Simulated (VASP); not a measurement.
# CuI (Marshite) (F-43m) in VASP: a series of runs

CuI (Marshite) is run at these levels: r2SCAN; tasks: single point, relaxation of cell and atoms.

Program: VASP 6.6.1. These are calculated values, not measurements. Logs are shortened: lines on timing, memory, paths and dates and some standing lists are left out, and cuts for length are marked.

## Step 1: The cell of the first run

It takes space group F-43m (No. 216, cubic). The conventional cell has a = 6.023 Å, b = 6.023 Å, c = 6.023 Å, α = 90.00°, β = 90.00°, γ = 90.00°. Cu (site symmetry -43m) has 4 I at 2.61 Å within 3.4 Å. I (site symmetry -43m) has 4 Cu at 2.61 Å within 3.4 Å.

## Step 2: Single point, r2SCAN

POSCAR

```
CuI
1.0
    0.0000000000      3.0117341517      3.0117341517
    3.0117341517      0.0000000000      3.0117341517
    3.0117341517      3.0117341517      0.0000000000
Cu I
1 1
Direct
    0.2500000000      0.2500000000      0.2500000000
    0.0000000000      0.0000000000      0.0000000000
```

INCAR.step1

```
PREC     = Accurate       # precision mode
ENCUT    = 520            # plane-wave cutoff, eV
ISMEAR   = 0              # smearing method
SIGMA    = 0.02           # smearing width, eV
LREAL    = False          # projectors in reciprocal space
LASPH    = True           # aspherical terms in the spheres
NELM     = 100            # most SCF steps
NBANDS   = 16             # bands
GGA      = PE             # functional
ALGO     = Normal         # electronic algorithm
EDIFF    = 1E-4           # SCF threshold, eV
LWAVE    = True           # write WAVECAR
LCHARG   = False          # write CHGCAR
```

INCAR.step2

```
PREC     = Accurate       # precision mode
ENCUT    = 520            # plane-wave cutoff, eV
EDIFF    = 1E-6           # SCF threshold, eV
ISMEAR   = 0              # smearing method
SIGMA    = 0.02           # smearing width, eV
LREAL    = False          # projectors in reciprocal space
LASPH    = True           # aspherical terms in the spheres
NELM     = 100            # most SCF steps
ALGO     = Normal         # electronic algorithm
ISIF     = 2              # what is computed and relaxed
LWAVE    = False          # write WAVECAR
LCHARG   = True           # write CHGCAR
METAGGA  = R2SCAN         # meta-GGA
LMIXTAU  = True         
LELF     = True           # ELF
LVHAR    = True         
NBANDS   = 16             # bands
ISTART   = 1
```

KPOINTS

```
regular mesh
0
Gamma
  8 8 8
```

Potentials or basis: VASP PAW PBE potentials, release 64 (Cu, I).

Launch:

```
cat potpaw_PBE.64/Cu/POTCAR potpaw_PBE.64/I/POTCAR > POTCAR
cp INCAR.step1 INCAR
mpirun -np 1 vasp_std > vasp.out
cp INCAR.step2 INCAR
mpirun -np 1 vasp_std > vasp.out
```

OUTCAR:

```text
PREC = Accurate
   ENCUT = 520
   EDIFF = 1E-6
   ISMEAR = 0
   LREAL = False
   LASPH = True
   NELM = 100
   ISIF = 2
   METAGGA = R2SCAN
   ISTART = 1

 ion  position               nearest neighbor table
   1  0.250  0.250  0.250-   2 2.61   2 2.61   2 2.61   2 2.61
   2  0.000  0.000  0.000-   1 2.61   1 2.61   1 2.61   1 2.61

  LATTYP: Found a face centered cubic cell.
 ALAT       =     6.0234683034

  Lattice vectors:

 A1 = (   0.0000000000,   3.0117341517,   3.0117341517)
 A2 = (   3.0117341517,   0.0000000000,   3.0117341517)
 A3 = (   3.0117341517,   3.0117341517,   0.0000000000)

Analysis of symmetry for initial positions (statically):
=====================================================================
 Subroutine PRICEL returns:
 Original cell was already a primitive cell.

 Routine SETGRP: Setting up the symmetry group for a
 face centered cubic supercell.

 Subroutine GETGRP returns: Found 24 space group operations
 (whereof 24 operations were pure point group operations)
 out of a pool of 48 trial point group operations.

The static configuration has the point symmetry T_d .

Analysis of symmetry for dynamics (positions and initial velocities):
=====================================================================
 Subroutine PRICEL returns:
 Original cell was already a primitive cell.

 Routine SETGRP: Setting up the symmetry group for a
 face centered cubic supercell.

 Subroutine GETGRP returns: Found 24 space group operations
 (whereof 24 operations were pure point group operations)
 out of a pool of 48 trial point group operations.

The dynamic configuration has the point symmetry T_d .

 Subroutine INISYM returns: Found 24 space group operations
 (whereof 24 operations are pure point group operations),
 and found     1 'primitive' translations

----------------------------------------------------------------------------------------

                                     Primitive cell

  volume of cell :      54.6361

  direct lattice vectors                    reciprocal lattice vectors
     0.000000000  3.011734152  3.011734152    -0.166017309  0.166017309  0.166017309
     3.011734152  0.000000000  3.011734152     0.166017309 -0.166017309  0.166017309
     3.011734152  3.011734152  0.000000000     0.166017309  0.166017309 -0.166017309

  length of vectors
     4.259235284  4.259235284  4.259235284     0.287550415  0.287550415  0.287550415

  position of ions in fractional coordinates (direct lattice)
     0.250000000  0.250000000  0.250000000
     0.000000000  0.000000000  0.000000000

  ion indices of the primitive-cell ions
   primitive index   ion index
                 1           1
                 2           2

----------------------------------------------------------------------------------------

 KPOINTS: regular mesh

Automatic generation of k-mesh.
 Grid dimensions read from file:
 generate k-points for:    8    8    8

 Generating k-lattice:

  Cartesian coordinates                     Fractional coordinates (reciprocal lattice)
    -0.020752164  0.020752164  0.020752164     0.125000000  0.000000000  0.000000000
     0.020752164 -0.020752164  0.020752164     0.000000000  0.125000000  0.000000000
     0.020752164  0.020752164 -0.020752164     0.000000000  0.000000000  0.125000000

  Length of vectors
     0.035943802  0.035943802  0.035943802

  Shift w.r.t. Gamma in fractional coordinates (k-lattice)
     0.000000000  0.000000000  0.000000000

 Subroutine IBZKPT returns following result:
 ===========================================

 Found     29 irreducible k-points:

 Following reciprocal coordinates:
            Coordinates               Weight
  0.000000  0.000000  0.000000      1.000000
  0.125000  0.000000  0.000000      8.000000
  0.250000  0.000000  0.000000      8.000000
  0.375000  0.000000  0.000000      8.000000
  0.500000  0.000000  0.000000      4.000000
  0.125000  0.125000  0.000000      6.000000
[... 16 lines left out ...]
  0.500000  0.250000  0.125000     48.000000
 -0.375000  0.250000  0.125000     24.000000
 [... further k-points ...]
   k-points           NKPTS =     29   k-points in BZ     NKDIM =     29   number of bands    NBANDS=     16
   number of dos      NEDOS =    301   number of ions     NIONS =      2
   total plane-waves  NPLWV =  32768
   dimension x,y,z NGX =    32 NGY =   32 NGZ =   32
   dimension x,y,z NGXF=    64 NGYF=   64 NGZF=   64
   ions per type =               1   1
   NGX,Y,Z   is equivalent  to a cutoff of  12.49, 12.49, 12.49 a.u.
   NGXF,Y,Z  is equivalent  to a cutoff of  24.98, 24.98, 24.98 a.u.
 SYSTEM =  unknown system
   PREC   = accura    normal or accurate (medium, high low for compatibility)
   ISTART =      1    job   : 0-new  1-cont  2-samecut
   ICHARG =      0    charge: 1-file 2-atom 10-const
   ISPIN  =      1    spin polarized calculation?
   LNONCOLLINEAR =      F non collinear calculations
   LSORBIT =      F    spin-orbit coupling
   LASPH  =      T    aspherical Exc in radial PAW
   ENCUT  =  520.0 eV  38.22 Ry    6.18 a.u.   7.92  7.92  7.92*2*pi/ulx,y,z
   NELM   =    100;   NELMIN=  2; NELMDL=  0     # of ELM steps
   EDIFF  = 0.1E-05   stopping-criterion for ELM
   LREAL  =      F    real-space projection
   EDIFFG = 0.1E-04   stopping-criterion for IOM
   NSW    =      0    number of steps for IOM
   IBRION =     -1    ionic relax: 0-MD 1-quasi-New 2-CG
   NFREE  =      0    steps in history (QN), initial steepest desc. (CG)
   ISIF   =      2    stress and relaxation
   ISYM   =      2    0-nonsym 1-usesym 2-fastsym
   POTIM  = 0.5000    time-step for ionic-motion
   TEBEG  =    0.0;   TEEND  =   0.0 temperature during run
   PSTRESS=    0.0 pullay stress
   NELECT =      18.0000    total number of electrons
   NUPDOWN=      -1.0000    fix difference up-down
   EMIN   =  10.00;   EMAX   =-10.00  energy-range for DOS
   EFERMI =   0.00;   METHOD = LEGACY
   ISMEAR =     0;   SIGMA  =   0.02  broadening in eV -4-tet -1-fermi 0-gaus
   EFERMI_NEDOS =   21; number of points for ismear=-14 and -15
   IALGO  =     38    algorithm
   IMIX   =      4    mixing-type and parameters
     AMIX     =   0.40;   BMIX     =  1.00
     AMIX_MAG =   1.60;   BMIX_MAG =  1.00
  volume/ion in A,a.u.               =      27.32       184.35
  Fermi-wavevector in a.u.,A,eV,Ry     =   1.130678  2.136672 17.394141  1.278433
  Thomas-Fermi vector in A             =   2.267375
   LORBIT       =      0    0 simple, 1 ext, 2 COOP (PROOUT), +10 PAW based schemes
   METAGGA = R2SCAN    functional components
   LHFCALC =     F    Hartree Fock is set to
   AEXX    =    0.0000 exact exchange contribution
   IVDW    =     0    specifies the selected vdW correction
   LEPSILON=     F    determine dielectric tensor
   LRPA    =     F    only Hartree local field effects (RPA)
 non-spin polarized calculation
 Gauss-broadening in eV      SIGMA  =   0.02
  energy-cutoff  :      520.00
  volume of cell :       54.64
 maximum number of plane-waves:      1480
   NGX = 15   NGY = 15   NGZ = 15

 number of electron      18.0000016 magnetization

 Free energy of the ion-electron system (eV)
  ---------------------------------------------------
  ext. energy  EPLUGINS =         0.00000000
  ---------------------------------------------------
  free energy    TOTEN  =       -35.79549658 eV

  energy without entropy =      -35.79549658  energy(sigma->0) =      -35.79549658

 E-fermi :   4.5780     XC(G=0):  -9.5468

 val. band max:        4.4730961574   @ k =   0.0000   0.0000   0.0000
 cond. band min:       6.1455997045   @ k =   0.0000   0.0000   0.0000
 fundamental gap:      1.6725035471
 Fermi energy:         4.5779852650

 k-point     1 :       0.0000    0.0000    0.0000
  band No.  band energies     occupation
      1     -10.1588      2.00000
      2       0.5828      2.00000
      3       0.5829      2.00000
      4       0.5829      2.00000
      5       2.5560      2.00000
      6       2.5560      2.00000
[... 8 lines left out ...]
     15      14.5044      0.00000
     16      14.5044      0.00000

 k-point     2 :       0.1250    0.0000    0.0000
  band No.  band energies     occupation
      1     -10.0792      2.00000
      2       0.2833      2.00000
      3       0.5885      2.00000
      4       0.5885      2.00000
      5       2.5495      2.00000
      6       2.5495      2.00000
[... 8 lines left out ...]
     15      13.8126      0.00000
     16      13.9406      0.00000

 k-point     3 :       0.2500    0.0000    0.0000
  band No.  band energies     occupation
      1      -9.8748      2.00000
      2      -0.4409      2.00000
      3       0.5990      2.00000
      4       0.5991      2.00000
      5       2.5461      2.00000
      6       2.5462      2.00000
[... 8 lines left out ...]
     15      13.6135      0.00000
     16      13.8267      0.00000

 k-point     4 :       0.3750    0.0000    0.0000
  band No.  band energies     occupation
      1      -9.6494      2.00000
      2      -1.1532      2.00000
      3       0.6046      2.00000
      4       0.6047      2.00000
      5       2.5663      2.00000
      6       2.5664      2.00000
[... 8 lines left out ...]
     15      14.6113      0.00000
     16      14.6114      0.00000
[... 324 lines left out ...]
 k-point    22 :       0.3750    0.2500    0.1250
  band No.  band energies     occupation
      1      -9.7157      2.00000
      2      -0.6432      2.00000
      3       0.3477      2.00000
      4       0.5804      2.00000
      5       2.4814      2.00000
      6       2.5956      2.00000
[... 8 lines left out ...]
     15      15.3164      0.00000
     16      16.4377      0.00000

 k-point    23 :       0.5000    0.2500    0.1250
  band No.  band energies     occupation
      1      -9.5282      2.00000
      2      -1.0054      2.00000
      3       0.1132      2.00000
      4       0.5634      2.00000
      5       2.5041      2.00000
      6       2.5689      2.00000
[... 8 lines left out ...]
     15      15.7491      0.00000
     16      16.5214      0.00000

 k-point    24 :      -0.3750    0.2500    0.1250
  band No.  band energies     occupation
      1      -9.4456      2.00000
      2      -1.1625      2.00000
      3       0.0133      2.00000
      4       0.5484      2.00000
      5       2.4797      2.00000
      6       2.5655      2.00000
[... 8 lines left out ...]
     15      15.7511      0.00000
     16      16.4404      0.00000

 [... further k-points ...]
[... 5 lines left out ...]
  --------------------------------------------------------------------------------------
  -------------------------------------------------------------------------------------
  Total       -0.0181833     -0.0181833     -0.0181833     -0.0000000      0.0000000      0.0000000
  in kB       -0.5332168     -0.5332168     -0.5332168     -0.0000000      0.0000000      0.0000000
  external PRESSURE =      -0.5332168 kB  Pullay stress =       0.0000000 kB

 VOLUME and BASIS-vectors are now :
 -----------------------------------------------------------------------------
  energy-cutoff  :      520.00
  volume of cell :       54.64
      direct lattice vectors                 reciprocal lattice vectors
     0.000000000  3.011734152  3.011734152    -0.166017309  0.166017309  0.166017309
     3.011734152  0.000000000  3.011734152     0.166017309 -0.166017309  0.166017309
     3.011734152  3.011734152  0.000000000     0.166017309  0.166017309 -0.166017309

 POSITION                                       TOTAL-FORCE (eV/Angst)
 -----------------------------------------------------------------------------------
      1.50587      1.50587      1.50587         0.000000      0.000000      0.000000
      0.00000      0.00000      0.00000        -0.000000     -0.000000     -0.000000
 -----------------------------------------------------------------------------------
    total drift:                               -0.000010     -0.000010     -0.000010

  FREE ENERGIE OF THE ION-ELECTRON SYSTEM (eV)
  ---------------------------------------------------
  free  energy   TOTEN  =       -35.7954965763 eV

  energy  without entropy=      -35.7954965763  energy(sigma->0) =      -35.79549658
```

Wall time 77 s (1 thread of Intel Xeon Platinum 8375C at 2.90GHz (Ice Lake), shared host); peak memory 0.19 GiB.

Results:

```yaml
Free_energy: -35.7955 eV
Pressure: -0.1 GPa
Band_gap_on_the_k_mesh: 1.67 eV, direct
```

Levels at points of the mesh, in eV from the valence-band top:
```csv
k point,band 5,band 6,band 7,band 8,band 9,band 10,band 11,band 12,band 13,band 14
"(0.00, 0.00, 0.00)",-1.92,-1.92,0.00,0.00,0.00,1.67,5.22,5.22,5.22,8.68
"(0.50, 0.00, 0.00)",-1.89,-1.89,-1.85,-0.74,-0.74,2.57,5.73,5.73,7.75,9.76
"(0.50, 0.50, 0.00)",-1.96,-1.84,-1.82,-1.57,-1.57,2.90,3.17,9.94,10.51,10.51
```

Caveat: the PAW data sets were made with another functional, which shifts forces and pressure a little; spin-orbit coupling is left out, which moves the levels of the heavy elements.

## Step 3: Single point, r2SCAN (volume scaled by 1.03)

POSCAR

```
CuI
1.0
    0.0000000000      3.0415552411      3.0415552411
    3.0415552411      0.0000000000      3.0415552411
    3.0415552411      3.0415552411      0.0000000000
Cu I
1 1
Direct
    0.2500000000      0.2500000000      0.2500000000
    0.0000000000      0.0000000000      0.0000000000
```

INCAR.step1

```
  ALGO = Normal
  EDIFF = 1E-4
  ENCUT = 520
  GGA = PE
  ISMEAR = 0
  LASPH = T
  LCHARG = F
  LREAL = F
  LWAVE = T
  NBANDS = 16
  NELM = 80
  PREC = Accurate
  SIGMA = 0.02
```

INCAR.step2

```
  ALGO = Normal
  EDIFF = 1E-6
  ENCUT = 520
  ISIF = 2
  ISMEAR = 0
  ISTART = 1
  LASPH = T
  LCHARG = F
  LMIXTAU = T
  LREAL = F
  LWAVE = F
  METAGGA = R2SCAN
  NBANDS = 16
  NELM = 80
  PREC = Accurate
  SIGMA = 0.02
```

KPOINTS

```
k-points
0
Gamma
  8 8 8
```

Potentials or basis: VASP PAW PBE potentials, release 64 (Cu, I).

Launch:

```
cat potpaw_PBE.64/Cu/POTCAR potpaw_PBE.64/I/POTCAR > POTCAR
cp INCAR.step1 INCAR
mpirun -np 1 vasp_std > vasp.out
cp INCAR.step2 INCAR
mpirun -np 1 vasp_std > vasp.out
```

Run time: 58 s. Hardware: 1 thread of Intel Xeon Platinum 8375C at 2.90GHz (Ice Lake), shared host; peak memory 0.2 GiB.

The run converged. Its results:

```yaml
Free_energy: -35.7892 eV
Pressure: -1.3 GPa
Band_gap_on_the_k_mesh: 1.59 eV, direct
```

Levels at points of the mesh, in eV from the valence-band top:
```csv
k point,band 5,band 6,band 7,band 8,band 9,band 10,band 11,band 12,band 13,band 14
"(0.00, 0.00, 0.00)",-1.79,-1.79,0.00,0.00,0.00,1.59,5.26,5.26,5.26,8.63
"(0.50, 0.00, 0.00)",-1.77,-1.76,-1.73,-0.70,-0.69,2.54,5.75,5.75,7.69,9.62
"(0.50, 0.50, 0.00)",-1.83,-1.72,-1.70,-1.46,-1.46,2.96,3.19,9.72,10.35,10.35
```

Caveat: the PAW data sets were made with another functional, which shifts forces and pressure a little; spin-orbit coupling is left out, which moves the levels of the heavy elements.

## Step 4: Single point, r2SCAN (volume scaled by 1.06)

POSCAR

```
CuI
1.0
    0.0000000000      3.0708027588      3.0708027588
    3.0708027588      0.0000000000      3.0708027588
    3.0708027588      3.0708027588      0.0000000000
Cu I
1 1
Direct
    0.2500000000      0.2500000000      0.2500000000
    0.0000000000      0.0000000000      0.0000000000
```

INCAR.step1

```
SYSTEM = CuI
ALGO = Normal ; EDIFF = 1E-4
ENCUT = 520 ; GGA = PE
ISMEAR = 0 ; LASPH = .TRUE.
LCHARG = .FALSE. ; LREAL = .FALSE.
LWAVE = .TRUE. ; NBANDS = 16
NELM = 80 ; PREC = Accurate
SIGMA = 0.02
```

INCAR.step2

```
SYSTEM = CuI
ALGO = Normal ; EDIFF = 1E-7
ENCUT = 520 ; ISIF = 2
ISMEAR = 0 ; ISTART = 1
LASPH = .TRUE. ; LCHARG = .FALSE.
LMIXTAU = .TRUE. ; LREAL = .FALSE.
LWAVE = .FALSE. ; METAGGA = R2SCAN
NBANDS = 16 ; NELM = 80
PREC = Accurate ; SIGMA = 0.02
```

KPOINTS

```
k-points
0
G
  8 8 8
  0 0 0
```

Launch:

```
cat potpaw_PBE.64/Cu/POTCAR potpaw_PBE.64/I/POTCAR > POTCAR
cp INCAR.step1 INCAR
mpirun -np 1 vasp_std > vasp.out
cp INCAR.step2 INCAR
mpirun -np 1 vasp_std > vasp.out
```

Wall time 67 s (1 thread of Intel Xeon Platinum 8375C at 2.90GHz (Ice Lake), shared host); peak memory 0.2 GiB.

The run converged. Its results:

* Free energy: -35.7716 eV
* Pressure: -2.2 GPa
* Band gap on the k mesh: 1.51 eV, direct

Levels at points of the mesh, in eV from the valence-band top:
```
           k point  band 6  band 7  band 8  band 9  band 10  band 11  band 12  band 13
(0.00, 0.00, 0.00)   -1.68    0.00    0.00    0.00     1.51     5.29     5.29     5.29
(0.50, 0.00, 0.00)   -1.65   -1.62   -0.65   -0.65     2.52     5.77     5.77     7.62
(0.50, 0.50, 0.00)   -1.61   -1.59   -1.37   -1.37     3.01     3.20     9.51    10.20
```

Caveat: the PAW data sets were made with another functional, which shifts forces and pressure a little; spin-orbit coupling is left out, which moves the levels of the heavy elements.

[end of part 1 of 2]
